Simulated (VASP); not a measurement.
**CuO: single point with PBEsol**

Crystal: CuO.

```xyz
4
Lattice="2.8795 0.0000 0.0000 0.0391 2.8793 0.0000 0.0175 0.0172 5.1763" Properties=species:S:1:pos:R:3 pbc="T T T"
Cu    1.4485    0.0086    2.5882
Cu    0.0195    1.4396    0.0000
O     0.0479    2.8788    1.2947
O     2.8881    0.0177    3.8817
```

```json
{"Program": "VASP 6.6.1", "Task": "single point", "Functional": "PBEsol", "Potentials or basis": "VASP PAW PBE potentials, release 64 (Cu, O)", "Cutoff": "520 eV", "k mesh": "12 × 12 × 8, shifted", "Occupations": "gaussian, width 0.1 eV", "Spin": "no spin polarisation", "Dipole correction": "no", "Further INCAR settings": "ALGO = Normal; EDIFF = 1e-07; NBANDS = 25"}
```

```
Pressure               : -1.3 GPa
Largest force          : 0.013 eV/Å
Band gap on the k mesh : zero (bands 17 and 18 overlap by 0.98 eV)
```

Forces on the atoms (eV/Å):
```
Cu   0.000  0.000  0.000
Cu   0.000  0.000  0.000
O   -0.006  0.007 -0.009
O    0.006 -0.007  0.009
```

Stress tensor (GPa, compression positive):
```
-0.17 -0.08 -0.01
-0.08 -0.21  0.00
-0.01  0.00 -3.59
```

Levels at points of the mesh, in eV from the Fermi level:
| k point | band 15 | band 16 | band 17 | band 18 | band 19 | band 20 |
| --- | --- | --- | --- | --- | --- | --- |
| (0.04, 0.04, 0.06) | -2.31 | -2.03 | 0.61 | 0.62 | 1.62 | 6.03 |

Run time: 15 min on 1 thread of Intel Xeon 8259CL, on a shared host, peak memory 0.57 GiB.

Caveat: the PAW data sets were made with another functional, which shifts forces and pressure a little; semilocal functionals often make such compounds metallic where correlation or magnetic order opens a gap, which also shifts bond lengths. With open d or f shells a metallic result of PBEsol can be an artefact of self-interaction; +U or a hybrid may open a gap.
